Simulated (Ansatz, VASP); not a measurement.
One calculation of PtS2, two programs

The input INCAR:

```
ALGO     = Normal         # electronic algorithm
EDIFF    = 1E-6           # SCF threshold, eV
ENCUT    = 520            # plane-wave cutoff, eV
GGA      = PE             # functional
ISIF     = 2              # what is computed and relaxed
ISMEAR   = -1             # smearing method
LASPH    = True           # aspherical terms in the spheres
LCHARG   = False          # write CHGCAR
LREAL    = False          # projectors in reciprocal space
LWAVE    = False          # write WAVECAR
NBANDS   = 18             # bands
NELM     = 80             # most SCF steps
PREC     = Accurate       # precision mode
SIGMA    = 0.02           # smearing width, eV
```

The input KPOINTS:

```
k-points
0
Gamma
  8 8 8
```

POSCAR

```
PtS2
1.0
    1.7391390676      1.0040924088      5.0958715610
   -1.7391390676      1.0040924088      5.0958715610
    0.0000000000     -2.0081848177      5.0958715609
Pt S
1 2
Direct
   -0.0026256713     -0.0026256713     -0.0026256713
    0.4255983348      0.4255983348      0.4255983348
    0.2436940031      0.2436940031      0.2436940031
```

Input for Ansatz:

```yaml
crystal:
  lattice:
    - [1.7391390676, 1.0040924088, 5.095871561]
    - [-1.7391390676, 1.0040924088, 5.095871561]
    - [0.0, -2.0081848177, 5.0958715609]
  atoms:
    - { symbol: Pt, position: [-0.0026256713, -0.0026256713, -0.0026256713] }
    - { symbol: S, position: [0.4255983348, 0.4255983348, 0.4255983348] }
    - { symbol: S, position: [0.2436940031, 0.2436940031, 0.2436940031] }
kpoints:
  mp_grid: { grid: [8, 8, 8] }
  band_path:
    path:
      - [[0.0, 0.0, 0.0], [-0.5, -0.5, -0.5], [-0.5, -0.1925499378084, -0.8074500621916]]
      - [[-0.1925499378084, 0.1925499378084, -0.5], [1.186815424427e-16, 1.893605353641e-16, -0.5], [0.0, 0.0, 0.0], [1.361344455151e-16, 0.3462749689042, -0.3462749689042]]
      - [[-0.3462749689042, 2.473643680765e-16, -0.6537250310958], [-0.5, 1.283039671502e-16, -0.5], [0.0, 0.0, 0.0]]
    npoints: 10
hamiltonian:
  xc: pbe
scf:
  occupations: { method: fermi_dirac, width: 0.02 }
  n_extra_bands: 4
output:
  forces: true
  stress: true
  eigenvalues: true
  write_density: true
  write_potential: true
  elf: true
  volumetric_format: npy
```

Alike in both runs: task single point; functional PBE; k mesh 8 × 8 × 8; occupations fermi-dirac, width 0.02 eV; no spin polarisation.

|  | VASP | Ansatz |
| --- | --- | --- |
| version | VASP 6.6.1 | Ansatz 0.2.0 |
| potentials or method | VASP PAW PBE potentials, release 64 (Pt, S) | plane waves, PAW |
| plane-wave cutoff (eV) | 520 | 420 |
| valence electrons in the cell | 22 | 30 |

```tsv
	VASP	Ansatz	Ansatz less VASP
pressure (GPa)	2.9	3.3	+0.34
traceless stress, the component that is largest in VASP (GPa)	-0.76	-0.77	-0.007
rms of the force components (eV/Å)	0.058	0.076	+0.0184
```

Atom by atom the forces differ by 0.021 eV/Å (rms over components). VASP's potentials hold 22 valence electrons a cell and Ansatz's 30, so a difference there can come from the potentials and not from the codes.

Neither program's run includes spin-orbit coupling.
